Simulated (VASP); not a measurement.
# TaN in VASP: a series of runs, part 2 of 3

VASP 6.6.1.

### 3 Electric field gradients, LDA (zz strain of -2 %)

Contents of INCAR:

```
PREC     = Accurate       # precision mode
ENCUT    = 520            # plane-wave cutoff, eV
EDIFF    = 1E-8           # SCF threshold, eV
ISMEAR   = -1             # smearing method
SIGMA    = 0.02           # smearing width, eV
LREAL    = F              # projectors in reciprocal space
LASPH    = T              # aspherical terms in the spheres
NELM     = 120            # most SCF steps
ALGO     = Normal         # electronic algorithm
ISIF     = 2              # what is computed and relaxed
LWAVE    = F              # write WAVECAR
LCHARG   = F              # write CHGCAR
GGA      = CA             # functional
LEFG     = T            
NBANDS   = 16             # bands
GGA_COMPAT= F
```

Contents of KPOINTS:

```
Automatic mesh
0
Gamma
  12 12 10
```

Contents of POSCAR:

```
TaN
1.0
    2.9379988584      0.0000000000      0.0000000000
   -1.4689994292      2.5443816477      0.0000000000
    0.0000000000      0.0000000000      2.8253400000
Ta N
1 1
Direct
    0.3333333333      0.6666666667      0.5000000000
    0.0000000000      0.0000000000      0.0000000000
```

Potentials or basis: VASP PAW LDA potentials, release 64 (Ta_sv_GW, N).

Started as:

```
$ cat potpaw_LDA.64/Ta_sv_GW/POTCAR potpaw_LDA.64/N/POTCAR > POTCAR
$ mpirun -np 1 vasp_std > vasp.out
```

OUTCAR:

```text
PREC = Accurate
   ENCUT = 520
   EDIFF = 1E-8
   ISMEAR = -1
   LREAL = F
   LASPH = T
   NELM = 120
   ISIF = 2
   GGA = CA

 ion  position               nearest neighbor table
   1  0.333  0.667  0.500-   2 2.21   2 2.21   2 2.21   2 2.21   2 2.21   2 2.21
   2  0.000  0.000  0.000-   1 2.21   1 2.21   1 2.21   1 2.21   1 2.21   1 2.21

  LATTYP: Found a hexagonal cell.
 ALAT       =     2.9379988584
 C/A-ratio  =     0.9616545602

  Lattice vectors:

 A1 = (   2.9379988584,   0.0000000000,   0.0000000000)
 A2 = (  -1.4689994292,   2.5443816477,   0.0000000000)
 A3 = (   0.0000000000,   0.0000000000,   2.8253400000)

Analysis of symmetry for initial positions (statically):
=====================================================================
 Subroutine PRICEL returns:
 Original cell was already a primitive cell.

 Routine SETGRP: Setting up the symmetry group for a
 hexagonal supercell.

 Subroutine GETGRP returns: Found 12 space group operations
 (whereof 12 operations were pure point group operations)
 out of a pool of 24 trial point group operations.

The static configuration has the point symmetry D_3h.

Analysis of symmetry for dynamics (positions and initial velocities):
=====================================================================
 Subroutine PRICEL returns:
 Original cell was already a primitive cell.

 Routine SETGRP: Setting up the symmetry group for a
 hexagonal supercell.

 Subroutine GETGRP returns: Found 12 space group operations
 (whereof 12 operations were pure point group operations)
 out of a pool of 24 trial point group operations.

The dynamic configuration has the point symmetry D_3h.

 Subroutine INISYM returns: Found 12 space group operations
 (whereof 12 operations are pure point group operations),
 and found     1 'primitive' translations

----------------------------------------------------------------------------------------

                                     Primitive cell

  volume of cell :      21.1205

  direct lattice vectors                    reciprocal lattice vectors
     2.937998858  0.000000000  0.000000000     0.340367729  0.196511400  0.000000000
    -1.468999429  2.544381648  0.000000000     0.000000000  0.393022800  0.000000000
     0.000000000  0.000000000  2.825340000     0.000000000  0.000000000  0.353939703

  length of vectors
     2.937998858  2.937998858  2.825340000     0.393022800  0.393022800  0.353939703

  position of ions in fractional coordinates (direct lattice)
     0.333333333  0.666666667  0.500000000
     0.000000000  0.000000000  0.000000000

  ion indices of the primitive-cell ions
   primitive index   ion index
                 1           1
                 2           2

----------------------------------------------------------------------------------------

 KPOINTS: Automatic mesh

Automatic generation of k-mesh.
 Grid dimensions read from file:
 generate k-points for:   12   12   10

 Generating k-lattice:
[... 63 lines left out ...]
   LREAL  =      F    real-space projection
   EDIFFG = 0.1E-06   stopping-criterion for IOM
   NSW    =      0    number of steps for IOM
   IBRION =     -1    ionic relax: 0-MD 1-quasi-New 2-CG
   NFREE  =      0    steps in history (QN), initial steepest desc. (CG)
   ISIF   =      2    stress and relaxation
   ISYM   =      2    0-nonsym 1-usesym 2-fastsym
   POTIM  = 0.5000    time-step for ionic-motion
   TEBEG  =    0.0;   TEEND  =   0.0 temperature during run
   PSTRESS=    0.0 pullay stress
   NELECT =      18.0000    total number of electrons
   NUPDOWN=      -1.0000    fix difference up-down
   EMIN   =  10.00;   EMAX   =-10.00  energy-range for DOS
   EFERMI =   0.00;   METHOD = LEGACY
   ISMEAR =    -1;   SIGMA  =   0.02  broadening in eV -4-tet -1-fermi 0-gaus
   EFERMI_NEDOS =   21; number of points for ismear=-14 and -15
   IALGO  =     38    algorithm
   IMIX   =      4    mixing-type and parameters
     AMIX     =   0.40;   BMIX     =  1.00
     AMIX_MAG =   1.60;   BMIX_MAG =  1.00
  volume/ion in A,a.u.               =      10.56        71.26
  Fermi-wavevector in a.u.,A,eV,Ry     =   1.552140  2.933119 32.778307  2.409138
  Thomas-Fermi vector in A             =   2.656558
   LORBIT       =      0    0 simple, 1 ext, 2 COOP (PROOUT), +10 PAW based schemes
   GGA     = CA    functional components
   LHFCALC =     F    Hartree Fock is set to
   AEXX    =    0.0000 exact exchange contribution
   IVDW    =     0    specifies the selected vdW correction
   LEPSILON=     F    determine dielectric tensor
   LRPA    =     F    only Hartree local field effects (RPA)
 non-spin polarized calculation
  energy-cutoff  :      520.00
  volume of cell :       21.12
 maximum number of plane-waves:       599
 NGX is ok and might be reduce to    24
   NGX = 11   NGY = 11   NGZ = 11

 number of electron      18.0000000 magnetization

 Free energy of the ion-electron system (eV)
  ---------------------------------------------------
  ext. energy  EPLUGINS =         0.00000000
  ---------------------------------------------------
  free energy    TOTEN  =       -27.21365693 eV

  energy without entropy =      -27.21357689  energy(sigma->0) =      -27.21361691

 E-fermi :  12.5112     XC(G=0): -14.0887

 val. band max:       12.3943192725   @ k =   0.0000   0.0000   0.4000
 cond. band min:      12.5231714866   @ k =   0.3333   0.3333   0.0000
 fundamental gap:      0.1288522141
 Fermi energy:        12.5112409569

 k-point     1 :       0.0000    0.0000    0.0000
  band No.  band energies     occupation
      1     -55.6019      2.00000
      2     -22.0724      2.00000
      3     -21.8864      2.00000
      4     -21.8864      2.00000
      5      -5.2564      2.00000
      6       7.6380      2.00000
[... 433 lines left out ...]
      3     -22.0659      2.00000
      4     -22.0572      2.00000
      5      -3.4571      2.00000
      6       4.7718      2.00000
[... 8 lines left out ...]
     15      25.6626      0.00000
     16      28.6173      0.00000

 [... further k-points ...]
[... 5 lines left out ...]
  --------------------------------------------------------------------------------------
  -------------------------------------------------------------------------------------
  Total       -0.9630794     -0.9630794      0.7289708      0.0000000     -0.0000000      0.0000000
  in kB      -73.0580521    -73.0580522     55.2988540      0.0000000     -0.0000000      0.0000000
  external PRESSURE =     -30.2724168 kB  Pullay stress =       0.0000000 kB

 VOLUME and BASIS-vectors are now :
 -----------------------------------------------------------------------------
  energy-cutoff  :      520.00
  volume of cell :       21.12
      direct lattice vectors                 reciprocal lattice vectors
     2.937998858  0.000000000  0.000000000     0.340367729  0.196511400  0.000000000
    -1.468999429  2.544381648  0.000000000     0.000000000  0.393022800  0.000000000
     0.000000000  0.000000000  2.825340000     0.000000000  0.000000000  0.353939703

 POSITION                                       TOTAL-FORCE (eV/Angst)
 -----------------------------------------------------------------------------------
     -0.00000      1.69625      1.41267         0.000000     -0.000000      0.000000
      0.00000      0.00000      0.00000        -0.000000      0.000000      0.000000
 -----------------------------------------------------------------------------------
    total drift:                                0.000000     -0.000000     -0.000000

  FREE ENERGIE OF THE ION-ELECTRON SYSTEM (eV)
  ---------------------------------------------------
  free  energy   TOTEN  =       -27.2136569274 eV

  energy  without entropy=      -27.2135768946  energy(sigma->0) =      -27.21361691

 Electric field gradients (V/A^2)
---------------------------------------------------------------------
 ion       V_xx      V_yy      V_zz      V_xy      V_xz      V_yz
---------------------------------------------------------------------
   1      -8.448    -8.448    16.897     0.000     0.000    -0.000
   2       1.889     1.888    -3.777    -0.001     0.000     0.000
---------------------------------------------------------------------

 Electric field gradients after diagonalization (V/A^2)
 (convention: |V_zz| > |V_xx| > |V_yy|)
----------------------------------------------------------------------
 ion       V_xx      V_yy      V_zz     asymmetry (V_yy - V_xx)/ V_zz
----------------------------------------------------------------------
   1      -8.448    -8.448    16.897       0.000
   2       1.889     1.888    -3.777       0.000
----------------------------------------------------------------------

           NMR quadrupolar parameters

 Cq : quadrupolar parameter    Cq=e*Q*V_zz/h
 eta: asymmetry parameters     (V_yy - V_xx)/ V_zz
 Q  : nuclear electric quadrupole moment in mb (millibarn)
----------------------------------------------------------------------
 ion       Cq(MHz)       eta       Q (mb)
----------------------------------------------------------------------
   1       0.041       0.000       1.000
   2      -0.009       0.000       1.000
----------------------------------------------------------------------
```

It took 29 s on 1 thread of Intel Xeon Platinum 8488C (Sapphire Rapids), shared host; peak memory 0.16 GiB.

What came out:

```yaml
Free_energy: -27.2137 eV
Pressure: -3.0 GPa
Band_gap_on_the_k_mesh: zero (bands 9 and 10 overlap by 0.45 eV)
Largest_electric_field_gradient_by_atom: Ta +16.9; N -3.8 V/Å²
```

Electric field gradients, principal values (V/Å²):
| atom | least | middle | greatest (by size) |
| --- | --- | --- | --- |
| 1 Ta | -8.448 | -8.448 | 16.897 |
| 2 N | 1.888 | 1.889 | -3.777 |

Caveat: the cell differs from its parent crystal (zz strain of -2 %); the stress differs along the axes, from -7 to 6 GPa; without QUAD_EFG the Cq values of the log hold for a quadrupole moment of 1 mb, not for the nuclei; spin-orbit coupling is left out, which moves the levels of the heavy elements.

### 4 Electric field gradients, LDA (10.99 Å³/atom)

This run uses another cell than the first one, of 10.99 Å³/atom.

Contents of INCAR:

```
SYSTEM = TaN
PREC     = Accurate       ! precision mode
ENCUT    = 520            ! plane-wave cutoff, eV
EDIFF    = 1E-8           ! SCF threshold, eV
ISMEAR   = -1             ! smearing method
SIGMA    = 0.02           ! smearing width, eV
LREAL    = .FALSE.        ! projectors in reciprocal space
LASPH    = .TRUE.         ! aspherical terms in the spheres
NELM     = 120            ! most SCF steps
ALGO     = Normal         ! electronic algorithm
ISIF     = 2              ! what is computed and relaxed
LWAVE    = .FALSE.        ! write WAVECAR
LCHARG   = .FALSE.        ! write CHGCAR
GGA      = CA             ! functional
LEFG     = .TRUE.       
NBANDS   = 16             ! bands
GGA_COMPAT= .FALSE.
```

Contents of KPOINTS:

```
Automatic mesh
0
G
  12 12 10
  0 0 0
```

Contents of POSCAR:

```
TaN
1.0
    2.9574563715      0.0000000000      0.0000000000
   -1.4787281858      2.5612323484      0.0000000000
    0.0000000000      0.0000000000      2.9020932717
Ta N
1 1
Direct
    0.3333333333      0.6666666667      0.5000000000
    0.0000000000      0.0000000000      0.0000000000
```

Potentials or basis: VASP PAW LDA potentials, release 64 (Ta_sv_GW, N).

Started as:

```
$ cat potpaw_LDA.64/Ta_sv_GW/POTCAR potpaw_LDA.64/N/POTCAR > POTCAR
$ mpirun -np 1 vasp_std > vasp.out
```

OUTCAR:

```text
SYSTEM = TaN
   PREC = Accurate
   ENCUT = 520
   EDIFF = 1E-8
   ISMEAR = -1
   LREAL = .FALSE.
   LASPH = .TRUE.
   NELM = 120
   ISIF = 2
   GGA = CA

 ion  position               nearest neighbor table
   1  0.333  0.667  0.500-   2 2.24   2 2.24   2 2.24   2 2.24   2 2.24   2 2.24
   2  0.000  0.000  0.000-   1 2.24   1 2.24   1 2.24   1 2.24   1 2.24   1 2.24

  LATTYP: Found a hexagonal cell.
 ALAT       =     2.9574563715
 C/A-ratio  =     0.9812801635

  Lattice vectors:

 A1 = (   2.9574563715,   0.0000000000,   0.0000000000)
 A2 = (  -1.4787281858,   2.5612323484,   0.0000000000)
[... 669 lines left out ...]
  free  energy   TOTEN  =       -27.1703031186 eV

  energy  without entropy=      -27.1702013705  energy(sigma->0) =      -27.17025224

 Electric field gradients (V/A^2)
---------------------------------------------------------------------
 ion       V_xx      V_yy      V_zz      V_xy      V_xz      V_yz
---------------------------------------------------------------------
   1     -18.478   -18.478    36.956     0.000     0.000    -0.000
   2      -0.119    -0.120     0.239    -0.000    -0.000     0.000
---------------------------------------------------------------------

 Electric field gradients after diagonalization (V/A^2)
 (convention: |V_zz| > |V_xx| > |V_yy|)
----------------------------------------------------------------------
 ion       V_xx      V_yy      V_zz     asymmetry (V_yy - V_xx)/ V_zz
----------------------------------------------------------------------
   1     -18.478   -18.478    36.956       0.000
   2      -0.120    -0.119     0.239       0.005
----------------------------------------------------------------------

           NMR quadrupolar parameters

 Cq : quadrupolar parameter    Cq=e*Q*V_zz/h
 eta: asymmetry parameters     (V_yy - V_xx)/ V_zz
 Q  : nuclear electric quadrupole moment in mb (millibarn)
----------------------------------------------------------------------
 ion       Cq(MHz)       eta       Q (mb)
----------------------------------------------------------------------
   1       0.089       0.000       1.000
   2       0.001       0.005       1.000
----------------------------------------------------------------------
```

stdout:

```text
POSCAR found type information on POSCAR TaN
 POSCAR found :  2 types and       2 ions
 scaLAPACK will be used
 LDA part: xc-table for (Slater(with rela. corr.)+CA(PZ))
 , standard interpolation
 POSCAR, INCAR and KPOINTS ok, starting setup
 FFT: planning ... GRIDC
 FFT: planning ... GRID_SOFT
 FFT: planning ... GRID
 WAVECAR not read
 entering main loop
ion   1

ion   2
```

It took 30 s on 1 thread of AMD EPYC 7R13 (Zen 3), shared host; peak memory 0.14 GiB.

What came out:

| Item | Value |
| --- | --- |
| Free energy | -27.1703 eV |
| Pressure | -17.2 GPa |
| Band gap on the k mesh | zero (bands 9 and 10 overlap by 0.48 eV) |
| Largest electric field gradient by atom | Ta +37.0; N +0.2 V/Å² |

Stress tensor (GPa, compression positive):
```
-16.46   0.00   0.00
  0.00 -16.46   0.00
  0.00   0.00 -18.66
```

Electric field gradients, principal values (V/Å²):
```csv
atom,least,middle,greatest (by size)
1 Ta,-18.478,-18.478,36.956
2 N,-0.119,-0.120,0.239
```

Caveat: the cell stands under tension; without QUAD_EFG the Cq values of the log hold for a quadrupole moment of 1 mb, not for the nuclei; spin-orbit coupling is left out, which moves the levels of the heavy elements.

(Part 2 of 3 ends here.)

The gap in the log of VASP goes by the Fermi energy; the results here count the filled bands.